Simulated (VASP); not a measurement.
# Si (Fd-3m) in VASP: vibrations by perturbation theory with PBE

Aim: the vibrations by perturbation theory of Si with PBE.

All numbers are computed with VASP 6.6.1; they aren't measurements. Logs are shortened: lines on timing, memory, paths and dates and some standing lists are left out, and cuts for length are marked.

## Step 1: The cell of the first run

It takes space group Fd-3m (No. 227, cubic). Conventional cell: a = 5.470 Å, b = 5.470 Å, c = 5.470 Å, α = 90.00°, β = 90.00°, γ = 90.00°. Within 3.1 Å of Si (site symmetry -43m) lie 4 Si at 2.37 Å.

## Step 2: Vibrations by perturbation theory, PBE

INCAR reads:

```
  ALGO = Normal
  EDIFF = 1E-8
  ENCUT = 520
  GGA = PE
  IBRION = 8
  ISIF = 2
  ISMEAR = 0
  LASPH = True
  LCHARG = True
  LEPSILON = True
  LREAL = False
  LWAVE = False
  NBANDS = 11
  NELM = 100
  NSW = 1
  PREC = Accurate
  SIGMA = 0.01
```

KPOINTS reads:

```
k-points
0
Gamma
  8 8 8
```

POSCAR reads:

```
Si
1.0
    0.0000000000      2.7350468813      2.7350468813
    2.7350468813      0.0000000000      2.7350468813
    2.7350468813      2.7350468813      0.0000000000
Si
2
Direct
    0.7500000000      0.7500000000      0.7500000000
    0.5000000000      0.5000000000      0.5000000000
```

Potentials or basis: VASP PAW PBE potentials, release 64 (Si).

Run with:

```console
$ cat potpaw_PBE.64/Si/POTCAR > POTCAR
$ mpirun -np 1 vasp_std > vasp.out
```

OUTCAR:

```text
EDIFF = 1E-8
   ENCUT = 520
   GGA = PE
   IBRION = 8
   ISIF = 2
   ISMEAR = 0
   LASPH = True
   LEPSILON = True
   LREAL = False
   NELM = 100
   NSW = 1
   PREC = Accurate

 ion  position               nearest neighbor table
   1  0.750  0.750  0.750-   2 2.37   2 2.37   2 2.37   2 2.37
   2  0.500  0.500  0.500-   1 2.37   1 2.37   1 2.37   1 2.37

  LATTYP: Found a face centered cubic cell.
 ALAT       =     5.4700937626

  Lattice vectors:

 A1 = (   0.0000000000,   2.7350468813,   2.7350468813)
 A2 = (   2.7350468813,   0.0000000000,   2.7350468813)
 A3 = (   2.7350468813,   2.7350468813,   0.0000000000)

Analysis of symmetry for initial positions (statically):
=====================================================================
 Subroutine PRICEL returns:
 Original cell was already a primitive cell.

 Routine SETGRP: Setting up the symmetry group for a
 face centered cubic supercell.

 Subroutine GETGRP returns: Found 48 space group operations
 (whereof 24 operations were pure point group operations)
 out of a pool of 48 trial point group operations.

The static configuration has the point symmetry T_d .
 The point group associated with its full space group is O_h .

Analysis of symmetry for dynamics (positions and initial velocities):
=====================================================================
 Subroutine PRICEL returns:
 Original cell was already a primitive cell.

 Routine SETGRP: Setting up the symmetry group for a
 face centered cubic supercell.

 Subroutine GETGRP returns: Found 48 space group operations
 (whereof 24 operations were pure point group operations)
 out of a pool of 48 trial point group operations.

The dynamic configuration has the point symmetry T_d .
 The point group associated with its full space group is O_h .

 Subroutine INISYM returns: Found 48 space group operations
 (whereof 24 operations are pure point group operations),
 and found     1 'primitive' translations

----------------------------------------------------------------------------------------

                                     Primitive cell

  volume of cell :      40.9189

  direct lattice vectors                    reciprocal lattice vectors
     0.000000000  2.735046881  2.735046881    -0.182812223  0.182812223  0.182812223
     2.735046881  0.000000000  2.735046881     0.182812223 -0.182812223  0.182812223
     2.735046881  2.735046881  0.000000000     0.182812223  0.182812223 -0.182812223

  length of vectors
     3.867940393  3.867940393  3.867940393     0.316640058  0.316640058  0.316640058

  position of ions in fractional coordinates (direct lattice)
     0.750000000  0.750000000  0.750000000
     0.500000000  0.500000000  0.500000000

  ion indices of the primitive-cell ions
   primitive index   ion index
                 1           1
                 2           2

----------------------------------------------------------------------------------------

 KPOINTS: k-points

Automatic generation of k-mesh.
 Grid dimensions read from file:
[... 484 lines left out ...]
 ------------------------------------------------------
          14.767064    -0.000000    -0.000000
           0.000000    14.767064     0.000000
          -0.000000     0.000000    14.767064
 ------------------------------------------------------

 Free energy of the ion-electron system (eV)
  ---------------------------------------------------
  ---------------------------------------------------
  free energy    TOTEN  =        -1.59610176 eV

  energy without entropy =       -1.59610176

------------------------ aborting loop because EDIFF is reached ----------------------------------------

--------------------------------------- Ionic step        2  -------------------------------------------

------------------------ aborting loop because EDIFF is reached ----------------------------------------

--------------------------------------- Ionic step        3  -------------------------------------------

------------------------ aborting loop because EDIFF is reached ----------------------------------------

 PIEZOELECTRIC TENSOR FIELD DIRECTION 3  (e Angst)
 -----------------------------------------------------------------------------
     0.00250  0.00000  0.00000           (  0.00001  0.00000  0.00000)
     0.00000  0.00250  0.00000           (  0.00000  0.00001  0.00000)
     0.00000  0.00000 -0.00862           (  0.00000  0.00000 -0.00000)

 PIEZOELECTRIC TENSOR FIELD DIRECTION 3  (C/m^2)
 -----------------------------------------------------------------------------
     0.00098  0.00000  0.00000
     0.00000  0.00098  0.00000
     0.00000  0.00000 -0.00338

--------------------------------------- Ionic step        4  -------------------------------------------

 Free energy of the ion-electron system (eV)
  ---------------------------------------------------
  ---------------------------------------------------
  free energy    TOTEN  =        -0.01736080 eV

  energy without entropy =       -0.01736080

------------------------ aborting loop because EDIFF is reached ----------------------------------------

 INTERNAL STRAIN TENSOR  FOR ION    1  DIRECTION 1   (eV/Angst):
 -----------------------------------------------------------------------------
     0.00552  0.00000  0.00000
     0.00000 -0.00169 -8.67602
     0.00000 -8.67602 -0.00169

 MACROSCOPIC STATIC DIELECTRIC TENSOR (including local field effects in DFT)
 ------------------------------------------------------
          14.147894     0.000000     0.000000
           0.000000    14.147894     0.000000
           0.000000     0.000000    14.147894
 ------------------------------------------------------

 PIEZOELECTRIC TENSOR (including local field effects)  for field in x, y, z        (e  Angst)
          XX          YY          ZZ          XY          YZ          ZX
  --------------------------------------------------------------------------------
  x     0.00000    -0.00000    -0.00000     0.00000     0.00000    -0.00000
  y     0.00000     0.00000     0.00000    -0.00000     0.00000    -0.00000
  z     0.00000     0.00000     0.00000     0.00000    -0.00000     0.00000

 PIEZOELECTRIC TENSOR (including local field effects)  for field in x, y, z        (C/m^2)
          XX          YY          ZZ          XY          YZ          ZX
  --------------------------------------------------------------------------------
  x     0.00000    -0.00000    -0.00000     0.00000     0.00000    -0.00000
  y     0.00000     0.00000     0.00000    -0.00000     0.00000    -0.00000
  z     0.00000     0.00000     0.00000     0.00000    -0.00000     0.00000

 BORN EFFECTIVE CHARGES (including local field effects) (in |e|, cummulative output)
 ---------------------------------------------------------------------------------
 ion    1
    1     0.00000     0.00000     0.00000
    2    -0.00000     0.00000    -0.00000
    3    -0.00000    -0.00000     0.00000
 ion    2
    1    -0.00000     0.00000     0.00000
    2     0.00000    -0.00000     0.00000
    3     0.00000     0.00000    -0.00000

 INTERNAL STRAIN TENSOR FOR ION    2 for displacements in x,y,z  (eV/Angst):
          X           Y           Z          XY          YZ          ZX
  --------------------------------------------------------------------------------
  x     0.00000     0.00000     0.00000     0.00000     8.67602     0.00000
  y     0.00000     0.00000     0.00000     0.00000     0.00000     8.67602
  z     0.00000     0.00000     0.00000     8.67602     0.00000     0.00000

 SECOND DERIVATIVES (NOT SYMMETRIZED)
 ------------------------------------
               1X          1Y          1Z          2X          2Y          2Z
  1X   -13.047479    0.000000    0.000000   13.047479    0.000000    0.000000
  1Y     0.000000  -13.047479    0.000000    0.000000   13.047479    0.000000
  1Z     0.000000    0.000000  -13.047479    0.000000    0.000000   13.047479
  2X    13.047479    0.000000    0.000000  -13.047479    0.000000    0.000000
  2Y     0.000000   13.047479    0.000000    0.000000  -13.047479    0.000000
  2Z     0.000000    0.000000   13.047479    0.000000    0.000000  -13.047479

 Eigenvectors and eigenvalues of the dynamical matrix
 ----------------------------------------------------

   1 f  =   15.069256 THz    94.682928 2PiTHz  502.656273 cm-1    62.321407 meV
             X         Y         Z           dx          dy          dz
      4.102570  4.102570  4.102570     0.000000   -0.707107    0.000000
      2.735047  2.735047  2.735047     0.000000    0.707107    0.000000
[... 21 lines left out ...]
   6 f  =    0.000000 THz     0.000000 2PiTHz    0.000000 cm-1     0.000000 meV
             X         Y         Z           dx          dy          dz
      4.102570  4.102570  4.102570     0.000000    0.000000    0.707107
      2.735047  2.735047  2.735047     0.000000    0.000000    0.707107

--------------------------------------------------------------------------------------------------------

 MACROSCOPIC STATIC DIELECTRIC TENSOR IONIC CONTRIBUTION
 ------------------------------------------------------
           0.000000    -0.000000    -0.000000
          -0.000000     0.000000    -0.000000
          -0.000000    -0.000000     0.000000
 ------------------------------------------------------

 ELASTIC MODULI CONTR FROM IONIC RELAXATION (kBar)
 Direction    XX          YY          ZZ          XY          YZ          ZX
 --------------------------------------------------------------------------------
 XX           0.0000      0.0000      0.0000      0.0000      0.0000      0.0000
 YY           0.0000      0.0000      0.0000      0.0000      0.0000      0.0000
 ZZ           0.0000      0.0000      0.0000      0.0000      0.0000      0.0000
 XY           0.0000      0.0000      0.0000   -225.8917      0.0000      0.0000
 YZ           0.0000      0.0000      0.0000      0.0000   -225.8917      0.0000
 ZX           0.0000      0.0000      0.0000      0.0000      0.0000   -225.8917
 --------------------------------------------------------------------------------

 PIEZOELECTRIC TENSOR IONIC CONTR  for field in x, y, z        (C/m^2)
          XX          YY          ZZ          XY          YZ          ZX
  --------------------------------------------------------------------------------
  x     0.00000     0.00000     0.00000     0.00000    -0.00000     0.00000
  y     0.00000     0.00000     0.00000     0.00000     0.00000    -0.00000
  z     0.00000     0.00000     0.00000    -0.00000     0.00000     0.00000
```

Wall time 3.7 min (1 thread of AMD EPYC 9R45 (Zen 5), shared host); peak memory 0.2 GiB.

What came out:

* Electronic dielectric tensor (diagonal): 14.15
* Born charges (mean of the diagonal): Si +0.00 e
* Highest phonon frequency at Γ: 503 cm⁻¹

Phonon frequencies in cm⁻¹ (negative: imaginary):
| q point | frequencies |
| --- | --- |
| (0.000, 0.000, 0.000) | 0 0 0 503 503 503 |

Electronic dielectric tensor:
```
14.15  0.00  0.00
 0.00 14.15  0.00
 0.00  0.00 14.15
```

Born effective charge tensors (e):
atom 1, Si
```
0.00 0.00 0.00
0.00 0.00 0.00
0.00 0.00 0.00
```
atom 2, Si
```
0.00 0.00 0.00
0.00 0.00 0.00
0.00 0.00 0.00
```
